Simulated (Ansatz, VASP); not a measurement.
# GaP in VASP and in Ansatz

File POSCAR:

```
GaP
1.0
    0.0000000000      2.7252500000      2.7252500000
    2.7252500000      0.0000000000      2.7252500000
    2.7252500000      2.7252500000      0.0000000000
Ga P
1 1
Direct
    0.0000000000      0.0000000000      0.0000000000
    0.7500000000      0.7500000000      0.7500000000
```

The input INCAR.step1:

```
  PREC = Accurate
  ENCUT = 600
  ISMEAR = 0
  SIGMA = 0.01
  LREAL = F
  LASPH = T
  NELM = 60
  GGA = PE
  ALGO = Normal
  EDIFF = 1E-4
  LWAVE = T
  LCHARG = F
```

INCAR.step2

```
  PREC = Accurate
  ENCUT = 600
  EDIFF = 1E-7
  ISMEAR = 0
  SIGMA = 0.01
  LREAL = F
  LASPH = T
  NELM = 60
  ALGO = Normal
  ISIF = 3
  LWAVE = F
  LCHARG = F
  METAGGA = R2SCAN
  LMIXTAU = T
  IVDW = 13
  VDW_S6 = 1.0
  VDW_S8 = 0.6018749
  VDW_A1 = 0.51559235
  VDW_A2 = 5.77342911
  IBRION = 2
  NSW = 100
  EDIFFG = -0.002
  ISTART = 1
```

Contents of KPOINTS:

```
Automatic mesh
0
Gamma
  12 12 12
```

Input for Ansatz:

```yaml
crystal:
  lattice:
    - [0.0, 2.72525, 2.72525]
    - [2.72525, 0.0, 2.72525]
    - [2.72525, 2.72525, 0.0]
  atoms:
    - { symbol: Ga, position: [0.0, 0.0, 0.0] }
    - { symbol: P, position: [0.75, 0.75, 0.75] }
kpoints:
  mp_grid: { grid: [12, 12, 12] }
scf:
  occupations: { method: fixed }
hamiltonian:
  xc: r2scan
  pseudopotentials: { kind: paw }
  dispersion: d4
relax:
  f_tol: 0.002
  max_steps: 80
  cell: {}
output:
  forces: true
  stress: true
```

Alike in both runs: task relaxation of cell and atoms; functional r2SCAN; dispersion D4; k mesh 12 × 12 × 12; no spin polarisation.

|  | VASP | Ansatz |
| --- | --- | --- |
| version | VASP 6.6.1 | Ansatz 0.2.0 |
| potentials or method | VASP PAW PBE potentials, release 64 (Ga_d, P) | PAW with Ansatz's default frozen-core files, scalar-relativistic |
| plane-wave cutoff (eV) | 600 | 500 |
| occupations | gaussian, width 0.01 eV | fixed |
| valence electrons in the cell | 18 | 18 |

```tsv
	VASP	Ansatz	Ansatz less VASP
relaxed volume (Å³/atom)	20.00	20.01	+0.012
relaxed length of the cell vector where the two differ most in proportion (Å)	3.839	3.840	+0.0008
```

VASP's potentials were made for PBE, not for r2SCAN.
